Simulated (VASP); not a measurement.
# ZnF2 (P4_2/mnm) in VASP: notebook

The runs below take ZnF2 through single point, with r2SCAN.

Program: VASP 6.6.1. These are calculated values, not measurements. Logs are shortened: lines on timing, memory, paths and dates and some standing lists are left out, and cuts for length are marked.

### Step 1. The cell of the first run

Symmetry: P4_2/mnm, No. 136, tetragonal system. The conventional cell has a = 4.704 Å, b = 4.704 Å, c = 3.129 Å, α = 90.00°, β = 90.00°, γ = 90.00°. Zn (site symmetry mmm) has 6 F at 2.02 to 2.04 Å within 2.7 Å. F (site symmetry m2m) has 3 Zn at 2.02 to 2.04 Å and 1 F at 2.62 Å within 2.7 Å.

### Step 2. Single point, r2SCAN

POSCAR reads:

```
ZnF2
1.0
    4.7038118641      0.0000000000      0.0000000000
    0.0000000000      4.7038118641      0.0000000000
    0.0000000000      0.0000000000      3.1291321008
Zn F
2 4
Direct
    0.0000000000      0.0000000000      0.0000000000
    0.5000000000      0.5000000000      0.5000000000
    0.3032131056      0.3032131056      0.0000000000
    0.1967868944      0.8032131056      0.5000000000
    0.6967868944      0.6967868944      0.0000000000
    0.8032131056      0.1967868944      0.5000000000
```

INCAR.step1 reads:

```
SYSTEM = ZnF2
PREC = Accurate
ENCUT = 660
ISMEAR = -1
SIGMA = 0.02
LREAL = .FALSE.
LASPH = .TRUE.
NELM = 120
NBANDS = 35
GGA = PE
ALGO = Normal
EDIFF = 1E-5
LWAVE = .TRUE.
LCHARG = .FALSE.
GGA_COMPAT = .FALSE.
```

INCAR.step2 reads:

```
SYSTEM = ZnF2
PREC = Accurate
ENCUT = 660
EDIFF = 1E-6
ISMEAR = -1
SIGMA = 0.02
LREAL = .FALSE.
LASPH = .TRUE.
NELM = 120
ALGO = Normal
ISIF = 2
LWAVE = .FALSE.
LCHARG = .TRUE.
METAGGA = R2SCAN
LMIXTAU = .TRUE.
LELF = .TRUE.
LVHAR = .TRUE.
NBANDS = 35
ISTART = 1
GGA_COMPAT = .FALSE.
```

KPOINTS reads:

```
Automatic mesh
0
G
  6 6 8
  0 0 0
```

Potentials or basis: VASP PAW PBE potentials, release 64 (Zn, F).

On the command line:

```sh
> cat potpaw_PBE.64/Zn/POTCAR potpaw_PBE.64/F/POTCAR > POTCAR
> cp INCAR.step1 INCAR
> mpirun -np 1 vasp_std > vasp.out
> cp INCAR.step2 INCAR
> mpirun -np 1 vasp_std > vasp.out
```

OUTCAR:

```text
SYSTEM = ZnF2
   PREC = Accurate
   ENCUT = 660
   EDIFF = 1E-6
   ISMEAR = -1
   LREAL = .FALSE.
   LASPH = .TRUE.
   NELM = 120
   ISIF = 2
   METAGGA = R2SCAN
   ISTART = 1

 ion  position               nearest neighbor table
   1  0.000  0.000  0.000-   3 2.02   5 2.02   4 2.04   6 2.04   4 2.04   6 2.04
   2  0.500  0.500  0.500-   4 2.02   6 2.02   5 2.04   3 2.04   3 2.04   5 2.04
   3  0.303  0.303  0.000-   1 2.02   2 2.04   2 2.04
   4  0.197  0.803  0.500-   2 2.02   1 2.04   1 2.04
   5  0.697  0.697  0.000-   1 2.02   2 2.04   2 2.04
   6  0.803  0.197  0.500-   2 2.02   1 2.04   1 2.04

  LATTYP: Found a simple tetragonal cell.
 ALAT       =     4.7038118641
 C/A-ratio  =     0.6652332600

  Lattice vectors:

 A1 = (   4.7038118641,   0.0000000000,   0.0000000000)
 A2 = (   0.0000000000,   4.7038118641,   0.0000000000)
 A3 = (   0.0000000000,   0.0000000000,   3.1291321008)

Analysis of symmetry for initial positions (statically):
=====================================================================
 Subroutine PRICEL returns:
 Original cell was already a primitive cell.

 Routine SETGRP: Setting up the symmetry group for a
 simple tetragonal supercell.

 Subroutine GETGRP returns: Found 16 space group operations
 (whereof  8 operations were pure point group operations)
 out of a pool of 16 trial point group operations.

The static configuration has the point symmetry D_2h.
 The point group associated with its full space group is D_4h.

Analysis of symmetry for dynamics (positions and initial velocities):
=====================================================================
 Subroutine PRICEL returns:
 Original cell was already a primitive cell.

 Routine SETGRP: Setting up the symmetry group for a
 simple tetragonal supercell.

 Subroutine GETGRP returns: Found 16 space group operations
 (whereof  8 operations were pure point group operations)
 out of a pool of 16 trial point group operations.

The dynamic configuration has the point symmetry D_2h.
 The point group associated with its full space group is D_4h.

 Subroutine INISYM returns: Found 16 space group operations
 (whereof  8 operations are pure point group operations),
 and found     1 'primitive' translations

----------------------------------------------------------------------------------------

                                     Primitive cell

  volume of cell :      69.2347

  direct lattice vectors                    reciprocal lattice vectors
     4.703811864  0.000000000  0.000000000     0.212593537  0.000000000  0.000000000
     0.000000000  4.703811864  0.000000000     0.000000000  0.212593537  0.000000000
     0.000000000  0.000000000  3.129132101     0.000000000  0.000000000  0.319577432

  length of vectors
     4.703811864  4.703811864  3.129132101     0.212593537  0.212593537  0.319577432

  position of ions in fractional coordinates (direct lattice)
     0.000000000  0.000000000  0.000000000
     0.500000000  0.500000000  0.500000000
     0.303213106  0.303213106  0.000000000
     0.196786894  0.803213106  0.500000000
     0.696786894  0.696786894  0.000000000
     0.803213106  0.196786894  0.500000000

  ion indices of the primitive-cell ions
   primitive index   ion index
                 1           1
                 2           2
                 3           3
                 4           4
                 5           5
                 6           6

----------------------------------------------------------------------------------------

 KPOINTS: Automatic mesh

Automatic generation of k-mesh.
 Grid dimensions read from file:
 generate k-points for:    6    6    8

 Generating k-lattice:

  Cartesian coordinates                     Fractional coordinates (reciprocal lattice)
     0.035432256  0.000000000  0.000000000     0.166666667  0.000000000  0.000000000
     0.000000000  0.035432256  0.000000000     0.000000000  0.166666667  0.000000000
     0.000000000  0.000000000  0.039947179     0.000000000  0.000000000  0.125000000

  Length of vectors
     0.035432256  0.035432256  0.039947179

  Shift w.r.t. Gamma in fractional coordinates (k-lattice)
     0.000000000  0.000000000  0.000000000

 Subroutine IBZKPT returns following result:
 ===========================================

 Found     50 irreducible k-points:

 Following reciprocal coordinates:
            Coordinates               Weight
  0.000000  0.000000  0.000000      1.000000
  0.166667  0.000000  0.000000      4.000000
  0.333333  0.000000  0.000000      4.000000
  0.500000  0.000000  0.000000      2.000000
  0.166667  0.166667  0.000000      4.000000
  0.333333  0.166667  0.000000      8.000000
[... 16 lines left out ...]
  0.333333  0.000000  0.250000      8.000000
  0.500000  0.000000  0.250000      4.000000
 [... further k-points ...]
   k-points           NKPTS =     50   k-points in BZ     NKDIM =     50   number of bands    NBANDS=     35
   number of dos      NEDOS =    301   number of ions     NIONS =      6
   total plane-waves  NPLWV =  44800
   dimension x,y,z NGX =    40 NGY =   40 NGZ =   28
   dimension x,y,z NGXF=    80 NGYF=   80 NGZF=   56
   ions per type =               2   4
   NGX,Y,Z   is equivalent  to a cutoff of  14.14, 14.14, 14.88 a.u.
   NGXF,Y,Z  is equivalent  to a cutoff of  28.27, 28.27, 29.75 a.u.
 SYSTEM =  ZnF2
   PREC   = accura    normal or accurate (medium, high low for compatibility)
   ISTART =      1    job   : 0-new  1-cont  2-samecut
   ICHARG =      0    charge: 1-file 2-atom 10-const
   ISPIN  =      1    spin polarized calculation?
   LNONCOLLINEAR =      F non collinear calculations
   LSORBIT =      F    spin-orbit coupling
   LASPH  =      T    aspherical Exc in radial PAW
   ENCUT  =  660.0 eV  48.51 Ry    6.96 a.u.   9.85  9.85  6.55*2*pi/ulx,y,z
   NELM   =    120;   NELMIN=  2; NELMDL=  0     # of ELM steps
   EDIFF  = 0.1E-05   stopping-criterion for ELM
   LREAL  =      F    real-space projection
   EDIFFG = 0.1E-04   stopping-criterion for IOM
   NSW    =      0    number of steps for IOM
   IBRION =     -1    ionic relax: 0-MD 1-quasi-New 2-CG
   NFREE  =      0    steps in history (QN), initial steepest desc. (CG)
   ISIF   =      2    stress and relaxation
   ISYM   =      2    0-nonsym 1-usesym 2-fastsym
   POTIM  = 0.5000    time-step for ionic-motion
   TEBEG  =    0.0;   TEEND  =   0.0 temperature during run
   PSTRESS=    0.0 pullay stress
   NELECT =      52.0000    total number of electrons
   NUPDOWN=      -1.0000    fix difference up-down
   EMIN   =  10.00;   EMAX   =-10.00  energy-range for DOS
   EFERMI =   0.00;   METHOD = LEGACY
   ISMEAR =    -1;   SIGMA  =   0.02  broadening in eV -4-tet -1-fermi 0-gaus
   EFERMI_NEDOS =   21; number of points for ismear=-14 and -15
   IALGO  =     38    algorithm
   IMIX   =      4    mixing-type and parameters
     AMIX     =   0.40;   BMIX     =  1.00
     AMIX_MAG =   1.60;   BMIX_MAG =  1.00
  volume/ion in A,a.u.               =      11.54        77.87
  Fermi-wavevector in a.u.,A,eV,Ry     =   1.488109  2.812118 30.129663  2.214468
  Thomas-Fermi vector in A             =   2.601185
   LORBIT       =      0    0 simple, 1 ext, 2 COOP (PROOUT), +10 PAW based schemes
   METAGGA = R2SCAN    functional components
   LHFCALC =     F    Hartree Fock is set to
   AEXX    =    0.0000 exact exchange contribution
   IVDW    =     0    specifies the selected vdW correction
   LEPSILON=     F    determine dielectric tensor
   LRPA    =     F    only Hartree local field effects (RPA)
 non-spin polarized calculation
  energy-cutoff  :      660.00
  volume of cell :       69.23
 maximum number of plane-waves:      2696
 NGX is ok and might be reduce to    40
   NGX = 19   NGY = 19   NGZ = 13

 number of electron      52.0000010 magnetization

 Free energy of the ion-electron system (eV)
  ---------------------------------------------------
  ext. energy  EPLUGINS =         0.00000000
  ---------------------------------------------------
  free energy    TOTEN  =       -45.68728325 eV

  energy without entropy =      -45.68728325  energy(sigma->0) =      -45.68728325

 E-fermi :  -1.1429     XC(G=0): -10.9644

 val. band max:       -1.6210461242   @ k =   0.0000   0.0000   0.0000
 cond. band min:       2.5956647709   @ k =   0.0000   0.0000   0.0000
 fundamental gap:      4.2167108951
 Fermi energy:        -1.1429265431

 k-point     1 :       0.0000    0.0000    0.0000
  band No.  band energies     occupation
      1     -24.7522      2.00000
      2     -24.0115      2.00000
      3     -24.0115      2.00000
      4     -23.9736      2.00000
      5      -7.9110      2.00000
      6      -7.0767      2.00000
[... 27 lines left out ...]
     34      14.4775      0.00000
     35      14.4775      0.00000

 k-point     2 :       0.1667    0.0000    0.0000
  band No.  band energies     occupation
      1     -24.7113      2.00000
      2     -24.1010      2.00000
      3     -24.0028      2.00000
      4     -23.9390      2.00000
      5      -7.7779      2.00000
      6      -7.0315      2.00000
[... 27 lines left out ...]
     34      14.8562      0.00000
     35      14.9891      0.00000

 k-point     3 :       0.3333    0.0000    0.0000
  band No.  band energies     occupation
      1     -24.5969      2.00000
      2     -24.2551      2.00000
      3     -23.9798      2.00000
      4     -23.9327      2.00000
      5      -7.4246      2.00000
      6      -6.9402      2.00000
[... 27 lines left out ...]
     34      15.5024      0.00000
     35      15.5693      0.00000
[... 723 lines left out ...]
 k-point    23 :       0.3333    0.0000    0.2500
  band No.  band energies     occupation
      1     -24.4464      2.00000
      2     -24.1842      2.00000
      3     -23.9765      2.00000
      4     -23.9593      2.00000
      5      -7.0839      2.00000
      6      -6.6665      2.00000
[... 27 lines left out ...]
     34      13.8664      0.00000
     35      14.3394      0.00000

 k-point    24 :       0.5000    0.0000    0.2500
  band No.  band energies     occupation
      1     -24.3189      2.00000
      2     -24.3189      2.00000
      3     -23.9656      2.00000
      4     -23.9656      2.00000
      5      -6.7324      2.00000
      6      -6.7324      2.00000
[... 27 lines left out ...]
     34      13.4304      0.00000
     35      15.5829      0.00000

 [... further k-points ...]

------------------------ aborting loop because EDIFF is reached ----------------------------------------

  FORCE on cell =-STRESS in cart. coord.  units (eV):
  Direction    XX          YY          ZZ          XY          YZ          ZX
  --------------------------------------------------------------------------------------
  -------------------------------------------------------------------------------------
  Total        0.0635981      0.0635981      0.1331532     -0.0000000      0.0000000      0.0000000
  in kB        1.4717383      1.4717383      3.0813321     -0.0000000      0.0000000      0.0000000
  external PRESSURE =       2.0082696 kB  Pullay stress =       0.0000000 kB

 VOLUME and BASIS-vectors are now :
 -----------------------------------------------------------------------------
  energy-cutoff  :      660.00
  volume of cell :       69.23
      direct lattice vectors                 reciprocal lattice vectors
     4.703811864  0.000000000  0.000000000     0.212593537  0.000000000  0.000000000
     0.000000000  4.703811864  0.000000000     0.000000000  0.212593537  0.000000000
     0.000000000  0.000000000  3.129132101     0.000000000  0.000000000  0.319577432

 POSITION                                       TOTAL-FORCE (eV/Angst)
 -----------------------------------------------------------------------------------
      0.00000      0.00000      0.00000         0.000000      0.000000      0.000000
      2.35191      2.35191      1.56457         0.000000      0.000000      0.000000
      1.42626      1.42626      0.00000        -0.009547     -0.009547      0.000000
      0.92565      3.77816      1.56457         0.009547     -0.009547      0.000000
      3.27755      3.27755      0.00000         0.009547      0.009547      0.000000
      3.77816      0.92565      1.56457        -0.009547      0.009547      0.000000
 -----------------------------------------------------------------------------------
    total drift:                                0.000000      0.000000     -0.000000

  FREE ENERGIE OF THE ION-ELECTRON SYSTEM (eV)
  ---------------------------------------------------
  free  energy   TOTEN  =       -45.6872832513 eV

  energy  without entropy=      -45.6872832513  energy(sigma->0) =      -45.68728325
```

Wall time 14 min (1 thread of Oxide Virtual Turin-like, shared host); peak memory 0.26 GiB.

Results:

```
Free energy            : -45.6873 eV
Pressure               : 0.2 GPa
Largest force          : 0.014 eV/Å
Band gap on the k mesh : 4.22 eV
```

Forces on the atoms (eV/Å):
```
Zn   0.000  0.000  0.000
Zn   0.000  0.000  0.000
F   -0.010 -0.010  0.000
F    0.010 -0.010  0.000
F    0.010  0.010  0.000
F   -0.010  0.010  0.000
```

Caveat: the PAW data sets were made with another functional, which shifts forces and pressure a little. r2SCAN opens gaps a little over a GGA but as a rule still falls short of measured ones.

### Step 3. Single point, r2SCAN

This run uses another cell than the first one, of 10.85 Å³/atom.

POSCAR reads:

```
ZnF2
1.0
    4.6077887600      0.0000000000      0.0000000000
    0.0000000000      4.6077887600      0.0000000000
    0.0000000000      0.0000000000      3.0652543400
Zn F
2 4
Direct
    0.0000000000      0.0000000000      0.0000000000
    0.5000000000      0.5000000000      0.5000000000
    0.3016908423      0.3016908423      0.0000000000
    0.1983091577      0.8016908423      0.5000000000
    0.6983091577      0.6983091577      0.0000000000
    0.8016908423      0.1983091577      0.5000000000
```

INCAR.step1 reads:

```
PREC     = Accurate       # precision mode
ENCUT    = 660            # plane-wave cutoff, eV
ISMEAR   = -1             # smearing method
SIGMA    = 0.02           # smearing width, eV
LREAL    = F              # projectors in reciprocal space
LASPH    = T              # aspherical terms in the spheres
NELM     = 120            # most SCF steps
NBANDS   = 35             # bands
GGA      = PE             # functional
ALGO     = Normal         # electronic algorithm
EDIFF    = 1E-5           # SCF threshold, eV
LWAVE    = T              # write WAVECAR
LCHARG   = F              # write CHGCAR
GGA_COMPAT= F
```

INCAR.step2 reads:

```
PREC     = Accurate       # precision mode
ENCUT    = 660            # plane-wave cutoff, eV
EDIFF    = 1E-6           # SCF threshold, eV
ISMEAR   = -1             # smearing method
SIGMA    = 0.02           # smearing width, eV
LREAL    = F              # projectors in reciprocal space
LASPH    = T              # aspherical terms in the spheres
NELM     = 120            # most SCF steps
ALGO     = Normal         # electronic algorithm
ISIF     = 2              # what is computed and relaxed
LWAVE    = F              # write WAVECAR
LCHARG   = F              # write CHGCAR
METAGGA  = R2SCAN         # meta-GGA
LMIXTAU  = T            
NBANDS   = 35             # bands
ISTART   = 1            
GGA_COMPAT= F
```

KPOINTS reads:

```
regular mesh
0
Gamma
  6 6 10
```

Potentials or basis: VASP PAW PBE potentials, release 64 (Zn, F).

On the command line:

```sh
> cat potpaw_PBE.64/Zn/POTCAR potpaw_PBE.64/F/POTCAR > POTCAR
> cp INCAR.step1 INCAR
> mpirun -np 1 vasp_std > vasp.out
> cp INCAR.step2 INCAR
> mpirun -np 1 vasp_std > vasp.out
```

It took 15 min on 1 thread of Oxide Virtual Turin-like, shared host; peak memory 0.27 GiB.

The run converged. Its results:

| Item | Value |
| --- | --- |
| Free energy | -45.5608 eV |
| Pressure | 9.0 GPa |
| Largest force | 0.006 eV/Å |
| Band gap on the k mesh | 4.28 eV |

Forces on the atoms (eV/Å):
```
Zn   0.000  0.000  0.000
Zn   0.000  0.000  0.000
F   -0.004 -0.004  0.000
F    0.004 -0.004  0.000
F    0.004  0.004  0.000
F   -0.004  0.004  0.000
```

Stress tensor (GPa, compression positive):
```
 8.47  0.00  0.00
 0.00  8.47  0.00
 0.00  0.00 10.21
```

Levels at points of the mesh, in eV from the valence-band top:
```
           k point  band 22  band 23  band 24  band 25  band 26  band 27  band 28  band 29  band 30  band 31
(0.00, 0.00, 0.00)    -1.83    -1.75    -0.50    -0.50     0.00     4.28    10.42    10.42    10.65    14.23
(0.50, 0.00, 0.00)    -2.05    -0.77    -0.77    -0.62    -0.62     7.01     7.01    11.43    11.43    14.15
(0.50, 0.50, 0.00)    -1.63    -1.58    -1.58    -0.52    -0.52     8.13     8.13     9.93     9.93    15.87
(0.00, 0.00, 0.50)    -1.73    -1.41    -1.41    -1.37    -1.37     9.39     9.39    13.01    13.01    14.17
(0.50, 0.00, 0.50)    -2.43    -1.67    -1.67    -0.14    -0.14    10.06    10.06    11.25    11.25    15.14
(0.50, 0.50, 0.50)    -1.96    -1.41    -1.41    -0.88    -0.88     9.29     9.29    12.24    12.24    13.42
```

Caveat: the cell stands under pressure; the PAW data sets were made with another functional, which shifts forces and pressure a little. r2SCAN opens gaps a little over a GGA but as a rule still falls short of measured ones.
